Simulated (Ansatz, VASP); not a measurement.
**Two plane-wave programs on Si2W**

INCAR

```
SYSTEM = Si2W
ALGO = Normal
DIPOL = 0.5 0.5 0.500
EDIFF = 1E-6
ENCUT = 520
GGA = PE
IDIPOL = 3
ISIF = 2
ISMEAR = 0
LASPH = .TRUE.
LCHARG = .FALSE.
LDIPOL = .TRUE.
LREAL = .FALSE.
LWAVE = .FALSE.
NBANDS = 43
NELM = 80
PREC = Accurate
SIGMA = 0.1
```

File KPOINTS:

```
k-points
0
G
  11 11 1
  0 0 0
```

The input POSCAR:

```
Si2W
1.0
    3.2291363681      0.0000000000      0.0000000000
    0.0000000000      3.2291363681      0.0000000000
    0.0000000000      0.0000000000     25.4697396020
Si W
6 3
Direct
    0.0000000000      0.0000000000      0.2944670859
    0.0000000000      0.0000000000      0.3966587462
    0.5000000000      0.5000000000      0.4489041699
    0.5000000000      0.5000000000      0.5510958301
    0.0000000000      0.0000000000      0.6033412538
    0.0000000000      0.0000000000      0.7055329141
    0.5000000000      0.5000000000      0.3455629161
    0.0000000000      0.0000000000      0.5000000000
    0.5000000000      0.5000000000      0.6544370839
```

Input for Ansatz:

```yaml
crystal:
  lattice:
    - [3.2291363681, 0.0, 0.0]
    - [0.0, 3.2291363681, 0.0]
    - [0.0, 0.0, 25.469739602]
  atoms:
    - { symbol: Si, position: [0.0, 0.0, 0.2944670859] }
    - { symbol: W, position: [0.5, 0.5, 0.3455629161] }
    - { symbol: Si, position: [0.0, 0.0, 0.3966587462] }
    - { symbol: Si, position: [0.5, 0.5, 0.4489041699] }
    - { symbol: W, position: [0.0, 0.0, 0.5] }
    - { symbol: Si, position: [0.5, 0.5, 0.5510958301] }
    - { symbol: Si, position: [0.0, 0.0, 0.6033412538] }
    - { symbol: W, position: [0.5, 0.5, 0.6544370839] }
    - { symbol: Si, position: [0.0, 0.0, 0.7055329141] }
kpoints:
  mp_grid: { grid: [11, 11, 1] }
hamiltonian:
  xc: pbe
  pseudopotentials: { kind: paw, source: jth }
scf:
  occupations: { method: gaussian, width: 0.1 }
output:
  forces: true
  eigenvalues: true
  stress: true
efield:
  axis: 3
  dipole_correction: true
  ramp_width: 0.04
```

Alike in both runs: task single point; functional PBE; k mesh 11 × 11 × 1; occupations gaussian, width 0.1 eV; no spin polarisation.

|  | VASP | Ansatz |
| --- | --- | --- |
| version | VASP 6.6.1 | Ansatz 0.2.0 |
| potentials or method | VASP PAW PBE potentials, release 64 (Si, W_sv) | scalar-relativistic, plane waves, PAW |
| plane-wave cutoff (eV) | 520 | 1290 |
| valence electrons in the cell | 66 | 66 |

|  | VASP | Ansatz | Ansatz less VASP |
| --- | --- | --- | --- |
| gap on the k mesh at the Fermi level (eV) | none | none | - |
| rms of the force components (eV/Å) | 0.172 | 0.170 | -0.0019 |

A gap of «none» marks a metal or a gap that the smearing closes. Ansatz's warnings: radial quadrature taken.

Spin-orbit coupling is off throughout.
